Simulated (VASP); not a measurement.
# MgO (Fm-3m) in VASP: notebook

MgO is run at these levels: PBE, r2SCAN; tasks: dielectric tensor.

Everything below comes from runs of VASP 6.6.1. Logs are shortened: lines on timing, memory, paths and dates and some standing lists are left out, and cuts for length are marked.

## (1) The cell of the first run

The structure is cubic, space group Fm-3m (No. 225). Conventional cell: a = 4.204 Å, b = 4.204 Å, c = 4.204 Å, α = 90.00°, β = 90.00°, γ = 90.00°. Within 2.8 Å of Mg (site symmetry m-3m) lie 6 O at 2.10 Å. O (site symmetry m-3m) has 6 Mg at 2.10 Å within 2.8 Å.

## (2) Dielectric tensor, PBE

Contents of INCAR:

```
SYSTEM = MgO
PREC = Accurate
ENCUT = 520
EDIFF = 1E-8
ISMEAR = 0
SIGMA = 0.01
LREAL = .FALSE.
LASPH = .TRUE.
NELM = 60
ALGO = Normal
ISIF = 2
LWAVE = .FALSE.
LCHARG = .FALSE.
GGA = PE
LEPSILON = .TRUE.
```

Contents of KPOINTS:

```
Automatic mesh
0
G
  8 8 8
  0 0 0
```

Contents of POSCAR:

```
MgO
1.0
    0.0000000000      2.1021680206      2.1021680206
    2.1021680206      0.0000000000      2.1021680206
    2.1021680206      2.1021680206      0.0000000000
Mg O
1 1
Direct
    0.0000000000      0.0000000000      0.0000000000
    0.5000000000      0.5000000000      0.5000000000
```

Potentials or basis: VASP PAW PBE potentials, release 64 (Mg, O).

The run is started by

```
$ cat potpaw_PBE.64/Mg/POTCAR potpaw_PBE.64/O/POTCAR > POTCAR
$ mpirun -np 1 vasp_std > vasp.out
```

OUTCAR:

```text
SYSTEM = MgO
   PREC = Accurate
   ENCUT = 520
   EDIFF = 1E-8
   ISMEAR = 0
   LREAL = .FALSE.
   LASPH = .TRUE.
   NELM = 60
   ISIF = 2
   GGA = PE
   LEPSILON = .TRUE.

 ion  position               nearest neighbor table
   1  0.000  0.000  0.000-   2 2.10   2 2.10   2 2.10   2 2.10   2 2.10   2 2.10
   2  0.500  0.500  0.500-   1 2.10   1 2.10   1 2.10   1 2.10   1 2.10   1 2.10

  LATTYP: Found a face centered cubic cell.
 ALAT       =     4.2043360412

  Lattice vectors:

 A1 = (   0.0000000000,   2.1021680206,   2.1021680206)
 A2 = (   2.1021680206,   0.0000000000,   2.1021680206)
 A3 = (   2.1021680206,   2.1021680206,   0.0000000000)

Analysis of symmetry for initial positions (statically):
=====================================================================
 Subroutine PRICEL returns:
 Original cell was already a primitive cell.

 Routine SETGRP: Setting up the symmetry group for a
 face centered cubic supercell.

 Subroutine GETGRP returns: Found 48 space group operations
 (whereof 48 operations were pure point group operations)
 out of a pool of 48 trial point group operations.

The static configuration has the point symmetry O_h .

Analysis of symmetry for dynamics (positions and initial velocities):
=====================================================================
 Subroutine PRICEL returns:
 Original cell was already a primitive cell.

 Routine SETGRP: Setting up the symmetry group for a
 face centered cubic supercell.

 Subroutine GETGRP returns: Found 48 space group operations
 (whereof 48 operations were pure point group operations)
 out of a pool of 48 trial point group operations.

The dynamic configuration has the point symmetry O_h .

 Subroutine INISYM returns: Found 48 space group operations
 (whereof 48 operations are pure point group operations),
 and found     1 'primitive' translations

----------------------------------------------------------------------------------------

                                     Primitive cell

  volume of cell :      18.5794

  direct lattice vectors                    reciprocal lattice vectors
     0.000000000  2.102168021  2.102168021    -0.237849684  0.237849684  0.237849684
     2.102168021  0.000000000  2.102168021     0.237849684 -0.237849684  0.237849684
     2.102168021  2.102168021  0.000000000     0.237849684  0.237849684 -0.237849684

  length of vectors
     2.972914525  2.972914525  2.972914525     0.411967738  0.411967738  0.411967738

  position of ions in fractional coordinates (direct lattice)
     0.000000000  0.000000000  0.000000000
     0.500000000  0.500000000  0.500000000

  ion indices of the primitive-cell ions
   primitive index   ion index
                 1           1
                 2           2

----------------------------------------------------------------------------------------

 KPOINTS: Automatic mesh

Automatic generation of k-mesh.
 Grid dimensions read from file:
 generate k-points for:    8    8    8

 Generating k-lattice:

  Cartesian coordinates                     Fractional coordinates (reciprocal lattice)
    -0.029731211  0.029731211  0.029731211     0.125000000  0.000000000  0.000000000
     0.029731211 -0.029731211  0.029731211     0.000000000  0.125000000  0.000000000
     0.029731211  0.029731211 -0.029731211     0.000000000  0.000000000  0.125000000

  Length of vectors
     0.051495967  0.051495967  0.051495967

  Shift w.r.t. Gamma in fractional coordinates (k-lattice)
     0.000000000  0.000000000  0.000000000

 Subroutine IBZKPT returns following result:
 ===========================================

 Found     29 irreducible k-points:

 Following reciprocal coordinates:
            Coordinates               Weight
  0.000000  0.000000  0.000000      1.000000
  0.125000  0.000000  0.000000      8.000000
  0.250000  0.000000  0.000000      8.000000
  0.375000  0.000000  0.000000      8.000000
  0.500000  0.000000  0.000000      4.000000
  0.125000  0.125000  0.000000      6.000000
[... 16 lines left out ...]
  0.500000  0.250000  0.125000     48.000000
 -0.375000  0.250000  0.125000     24.000000
 [... further k-points ...]
   k-points           NKPTS =     29   k-points in BZ     NKDIM =     29   number of bands    NBANDS=      8
   number of dos      NEDOS =    301   number of ions     NIONS =      2
   total plane-waves  NPLWV =  13824
   dimension x,y,z NGX =    24 NGY =   24 NGZ =   24
   dimension x,y,z NGXF=    48 NGYF=   48 NGZF=   48
   ions per type =               1   1
   NGX,Y,Z   is equivalent  to a cutoff of  13.42, 13.42, 13.42 a.u.
   NGXF,Y,Z  is equivalent  to a cutoff of  26.84, 26.84, 26.84 a.u.
 SYSTEM =  MgO
   PREC   = accura    normal or accurate (medium, high low for compatibility)
   ISTART =      0    job   : 0-new  1-cont  2-samecut
   ICHARG =      2    charge: 1-file 2-atom 10-const
   ISPIN  =      1    spin polarized calculation?
   LNONCOLLINEAR =      F non collinear calculations
   LSORBIT =      F    spin-orbit coupling
   LASPH  =      T    aspherical Exc in radial PAW
   ENCUT  =  520.0 eV  38.22 Ry    6.18 a.u.   5.53  5.53  5.53*2*pi/ulx,y,z
   NELM   =     60;   NELMIN=  2; NELMDL= -5     # of ELM steps
   EDIFF  = 0.1E-07   stopping-criterion for ELM
   LREAL  =      F    real-space projection
   EDIFFG = 0.1E-06   stopping-criterion for IOM
   NSW    =      0    number of steps for IOM
   IBRION =     -1    ionic relax: 0-MD 1-quasi-New 2-CG
   NFREE  =      0    steps in history (QN), initial steepest desc. (CG)
   ISIF   =      2    stress and relaxation
   ISYM   =      2    0-nonsym 1-usesym 2-fastsym
   POTIM  = 0.5000    time-step for ionic-motion
   TEBEG  =    0.0;   TEEND  =   0.0 temperature during run
   PSTRESS=    0.0 pullay stress
   NELECT =       8.0000    total number of electrons
   NUPDOWN=      -1.0000    fix difference up-down
   EMIN   =  10.00;   EMAX   =-10.00  energy-range for DOS
   EFERMI =   0.00;   METHOD = LEGACY
   ISMEAR =     0;   SIGMA  =   0.01  broadening in eV -4-tet -1-fermi 0-gaus
   EFERMI_NEDOS =   21; number of points for ismear=-14 and -15
   IALGO  =     38    algorithm
   IMIX   =      4    mixing-type and parameters
     AMIX     =   0.40;   BMIX     =  1.00
     AMIX_MAG =   1.60;   BMIX_MAG =  1.00
  volume/ion in A,a.u.               =       9.29        62.69
  Fermi-wavevector in a.u.,A,eV,Ry     =   1.236215  2.336108 20.792804  1.528228
  Thomas-Fermi vector in A             =   2.370833
   LORBIT       =      0    0 simple, 1 ext, 2 COOP (PROOUT), +10 PAW based schemes
   GGA     = PE    functional components
   LHFCALC =     F    Hartree Fock is set to
   AEXX    =    0.0000 exact exchange contribution
   IVDW    =     0    specifies the selected vdW correction
   LEPSILON=     T    determine dielectric tensor
   LRPA    =     F    only Hartree local field effects (RPA)
 non-spin polarized calculation
 Gauss-broadening in eV      SIGMA  =   0.01
  energy-cutoff  :      520.00
  volume of cell :       18.58
 maximum number of plane-waves:       531
 NGX is ok and might be reduce to    24
   NGX = 11   NGY = 11   NGZ = 11

--------------------------------------- Ionic step        1  -------------------------------------------

 number of electron       8.0000004 magnetization

 E-fermi :   3.3451     XC(G=0): -11.1048

 val. band max:        3.2284207153   @ k =   0.0000   0.0000   0.0000
 cond. band min:       8.0086735665   @ k =   0.0000   0.0000   0.0000
 fundamental gap:      4.7802528512
 Fermi energy:         3.3450972692

 k-point     1 :       0.0000    0.0000    0.0000
  band No.  band energies     occupation
      1     -14.0634      2.00000
      2       3.2284      2.00000
      3       3.2284      2.00000
      4       3.2284      2.00000
      5       8.0087      0.00000
      6      19.0594      0.00000
      7      19.0594      0.00000
      8      19.0594      0.00000
[... 243 lines left out ...]
 k-point    24 :      -0.3750    0.2500    0.1250
  band No.  band energies     occupation
      1     -12.6132      2.00000
      2      -0.7926      2.00000
      3       1.2822      2.00000
      4       2.2348      2.00000
      5      12.9400      0.00000
      6      15.4813      0.00000
      7      16.7782      0.00000
      8      20.1945      0.00000

 [... further k-points ...]

  FORCE on cell =-STRESS in cart. coord.  units (eV):
  Direction    XX          YY          ZZ          XY          YZ          ZX
  --------------------------------------------------------------------------------------
  -------------------------------------------------------------------------------------
  Total        0.5681294      0.5681294      0.5681294     -0.0000000     -0.0000000     -0.0000000
  in kB       48.9920487     48.9920487     48.9920487     -0.0000000     -0.0000000     -0.0000000
  external PRESSURE =      48.9920487 kB  Pullay stress =       0.0000000 kB

 VOLUME and BASIS-vectors are now :
 -----------------------------------------------------------------------------
  energy-cutoff  :      520.00
  volume of cell :       18.58
      direct lattice vectors                 reciprocal lattice vectors
     0.000000000  2.102168021  2.102168021    -0.237849684  0.237849684  0.237849684
     2.102168021  0.000000000  2.102168021     0.237849684 -0.237849684  0.237849684
     2.102168021  2.102168021  0.000000000     0.237849684  0.237849684 -0.237849684

 POSITION                                       TOTAL-FORCE (eV/Angst)
 -----------------------------------------------------------------------------------
      0.00000      0.00000      0.00000         0.000000      0.000000      0.000000
      2.10217      2.10217      2.10217        -0.000000     -0.000000     -0.000000
 -----------------------------------------------------------------------------------
    total drift:                               -0.000000     -0.000000      0.000000

  FREE ENERGIE OF THE ION-ELECTRON SYSTEM (eV)
  ---------------------------------------------------
  free  energy   TOTEN  =       -11.9025547323 eV

  energy  without entropy=      -11.9025547323  energy(sigma->0) =      -11.90255473

 HEAD OF MICROSCOPIC STATIC DIELECTRIC TENSOR (INDEPENDENT PARTICLE, excluding Hartree and local field effects)
 ------------------------------------------------------
           3.190362     0.000000    -0.000000
           0.000000     3.190362     0.000000
          -0.000000     0.000000     3.190362
 ------------------------------------------------------

 Free energy of the ion-electron system (eV)
  ---------------------------------------------------
  ---------------------------------------------------
  free energy    TOTEN  =        -0.12051029 eV

  energy without entropy =       -0.12051029

------------------------ aborting loop because EDIFF is reached ----------------------------------------

--------------------------------------- Ionic step        2  -------------------------------------------

------------------------ aborting loop because EDIFF is reached ----------------------------------------

--------------------------------------- Ionic step        3  -------------------------------------------

 Free energy of the ion-electron system (eV)
  ---------------------------------------------------
  ---------------------------------------------------
  free energy    TOTEN  =        -0.12051030 eV

  energy without entropy =       -0.12051030

------------------------ aborting loop because EDIFF is reached ----------------------------------------

 PIEZOELECTRIC TENSOR FIELD DIRECTION 3  (e Angst)
 -----------------------------------------------------------------------------
    -0.00012  0.00000  0.00000           ( -0.00001  0.00000  0.00000)
     0.00000 -0.00012  0.00000           (  0.00000 -0.00001  0.00000)
     0.00000 -0.00000 -0.00020           (  0.00000  0.00000 -0.00001)

 PIEZOELECTRIC TENSOR FIELD DIRECTION 3  (C/m^2)
 -----------------------------------------------------------------------------
    -0.00011  0.00000  0.00000
     0.00000 -0.00011  0.00000
     0.00000 -0.00000 -0.00017

 MACROSCOPIC STATIC DIELECTRIC TENSOR (including local field effects in DFT)
 ------------------------------------------------------
           3.127582     0.000000    -0.000000
          -0.000000     3.127582     0.000000
          -0.000000    -0.000000     3.127582
 ------------------------------------------------------

 PIEZOELECTRIC TENSOR (including local field effects)  for field in x, y, z        (e  Angst)
          XX          YY          ZZ          XY          YZ          ZX
  --------------------------------------------------------------------------------
  x     0.00000     0.00000     0.00000     0.00000     0.00000     0.00000
  y     0.00000     0.00000     0.00000     0.00000     0.00000     0.00000
  z     0.00000     0.00000     0.00000     0.00000     0.00000     0.00000

 PIEZOELECTRIC TENSOR (including local field effects)  for field in x, y, z        (C/m^2)
          XX          YY          ZZ          XY          YZ          ZX
  --------------------------------------------------------------------------------
  x     0.00000     0.00000     0.00000     0.00000     0.00000     0.00000
  y     0.00000     0.00000     0.00000     0.00000     0.00000     0.00000
  z     0.00000     0.00000     0.00000     0.00000     0.00000     0.00000

 BORN EFFECTIVE CHARGES (including local field effects) (in |e|, cummulative output)
 ---------------------------------------------------------------------------------
 ion    1
    1     1.96706    -0.00000     0.00000
    2    -0.00000     1.96706     0.00000
    3     0.00000    -0.00000     1.96706
 ion    2
    1    -1.96706     0.00000    -0.00000
    2     0.00000    -1.96706    -0.00000
    3    -0.00000     0.00000    -1.96706
```

Run time: 61 s. Hardware: 1 thread of Intel Xeon Platinum 8375C at 2.90GHz (Ice Lake), shared host; peak memory 0.16 GiB.

What came out:

| Property | Result |
| --- | --- |
| Band gap on the k mesh | 4.78 eV |
| Electronic dielectric tensor (diagonal) | 3.13 |
| Born charges (mean of the diagonal) | Mg +1.97; O -1.97 e |

Electronic dielectric tensor:
```
3.13 0.00 0.00
0.00 3.13 0.00
0.00 0.00 3.13
```

Born effective charge tensors (e):
atom 1, Mg
```
1.97 0.00 0.00
0.00 1.97 0.00
0.00 0.00 1.97
```
atom 2, O
```
-1.97  0.00  0.00
 0.00 -1.97  0.00
 0.00  0.00 -1.97
```

A hybrid or GW would open this gap; PBE tends to underestimate it.

(Part 1 of 2 ends here.)
